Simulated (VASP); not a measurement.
Wanted: the native input for a VASP 6.6.1 run.

```
Task                   : relaxation of cell and atoms
Functional             : r2SCAN
Potentials or basis    : VASP PAW PBE potentials, release 64 (Mo_sv)
Cutoff                 : 600 eV
k mesh                 : 10 × 10 × 10
Occupations            : fermi-dirac, width 0.02 eV
Spin                   : no spin polarisation
Dipole correction      : no
Further INCAR settings : ALGO = Normal; EDIFF = 1e-06; IBRION = 2; EDIFFG = -0.005; NSW = 80; ISIF = 3
```

Mo:

```
Mo
1.0
    -1.57910    1.57910    1.57910
     1.57910   -1.57910    1.57910
     1.57910    1.57910   -1.57910
Mo
1
Direct
  0.00000 0.00000 0.00000
```

The input as run:

POSCAR

```
Mo
1.0
   -1.5790975120      1.5790975120      1.5790975120
    1.5790975120     -1.5790975120      1.5790975120
    1.5790975120      1.5790975120     -1.5790975120
Mo
1
Direct
    0.0000000000      0.0000000000      0.0000000000
```

INCAR.step1

```
SYSTEM = Mo
PREC = Accurate
ENCUT = 600
ISMEAR = -1
SIGMA = 0.02
LREAL = .False.
LASPH = .True.
NELM = 60
GGA = PE
ALGO = Normal
EDIFF = 1E-4
LWAVE = .True.
LCHARG = .False.
```

INCAR.step2

```
SYSTEM = Mo
PREC = Accurate
ENCUT = 600
EDIFF = 1E-6
ISMEAR = -1
SIGMA = 0.02
LREAL = .False.
LASPH = .True.
NELM = 60
ALGO = Normal
ISIF = 3
LWAVE = .False.
LCHARG = .False.
METAGGA = R2SCAN
LMIXTAU = .True.
IBRION = 2
NSW = 80
EDIFFG = -0.005
ISTART = 1
```

KPOINTS

```
regular mesh
0
Gamma
  10 10 10
  0 0 0
```

Potentials or basis: VASP PAW PBE potentials, release 64 (Mo_sv).

Run with:

```sh
$ cat potpaw_PBE.64/Mo_sv/POTCAR > POTCAR
$ cp INCAR.step1 INCAR
$ mpirun -np 1 vasp_std > vasp.out
$ cp INCAR.step2 INCAR
$ mpirun -np 1 vasp_std > vasp.out
```

It gave:

| Item | Value |
| --- | --- |
| Relaxed volume | 15.67 Å³/atom |
| Relaxed cell | a = 2.730 Å, b = 2.730 Å, c = 2.730 Å, α = 109.47°, β = 109.47°, γ = 109.47° |
| Space group after relaxing (to 0.05 Å) | Im-3m (No. 229) |
| Energy gained by relaxing | 0.3 meV/atom |
| Ionic steps | 3 |
| Pressure after relaxing | 0.0 GPa |
| Band gap on the k mesh | zero (band 7 reaches 16.66 eV, above the bottom of band 8 at 11.11 eV) |

Caveat: the PAW data sets were made with another functional, which shifts forces and pressure a little.

Wall time 2 min on 1 thread of Intel Xeon 8259CL, with other jobs on the host, peak memory 0.16 GiB.
